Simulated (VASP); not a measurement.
# Ga8Sb3As5: single point with PBEsol

Ga8Sb3As5:

```
Ga Sb As
1.0
    -5.83432    5.83432    0.00000
    -5.83432    0.00000    5.83432
     0.00567    5.83999    5.83999
Ga Sb As
8 3 5
Direct
  0.00513 0.00513 0.98643
  0.50330 0.00513 0.98643
  0.00513 0.50330 0.98643
  0.99452 0.99452 0.51644
  0.50069 0.50069 0.99793
  0.49043 0.00943 0.50971
  0.00943 0.49043 0.50971
  0.49043 0.49043 0.50971
  0.87507 0.87507 0.37450
  0.37537 0.87507 0.37450
  0.87507 0.37537 0.37450
  0.87448 0.87448 0.87656
  0.37511 0.37511 0.37467
  0.37496 0.87592 0.87416
  0.87592 0.37496 0.87416
  0.37496 0.37496 0.87416
```

```yaml
Program: VASP 6.6.1
Task: single point
Functional: PBEsol
Potentials_or_basis: VASP PAW PBE potentials, release 64 (Ga_d, Sb, As)
Cutoff: 520 eV
k_mesh: 4 × 4 × 4
Occupations: gaussian, width 0.1 eV
Spin: no spin polarisation
```

* Pressure: 0.1 GPa
* Largest force: 0.015 eV/Å
* Band gap on the k mesh: zero (filled and empty bands touch)

Forces in eV/Å, atoms in the order of the input:
```
Ga  -0.002 -0.005 -0.005
Ga  -0.005 -0.002 -0.005
Ga  -0.005 -0.005 -0.002
Ga  -0.006 -0.006 -0.006
Ga  -0.002 -0.002 -0.002
Ga  -0.002 -0.002  0.001
Ga  -0.002  0.001 -0.002
Ga   0.001 -0.002 -0.002
Sb   0.000  0.005  0.005
Sb   0.005  0.000  0.005
Sb   0.005  0.005  0.000
As   0.009  0.009  0.009
As   0.000  0.000  0.000
As   0.004  0.004 -0.002
As   0.004 -0.002  0.004
As  -0.002  0.004  0.004
```

Levels at points of the mesh, in eV from the Fermi level:
```tsv
k point	band 70	band 71	band 72	band 73	band 74	band 75
(0.00, 0.00, 0.00)	-0.48	-0.20	0.00	0.00	0.13	0.48
(0.50, 0.00, 0.00)	-0.96	-0.78	-0.60	0.63	0.93	1.52
(0.50, 0.50, 0.00)	-1.45	-1.31	-1.02	1.33	1.41	1.89
(0.00, 0.00, 0.50)	-1.26	-0.43	-0.43	0.39	1.29	1.42
```

Wall time 31 min on 1 thread of Intel Xeon 8259CL, on a shared host, peak memory 0.73 GiB.

Caveat: semilocal functionals underestimate gaps, and a narrow one can read as zero; the PAW data sets were made with another functional, which shifts forces and pressure a little; spin-orbit coupling is left out, which moves the levels of the heavy elements.
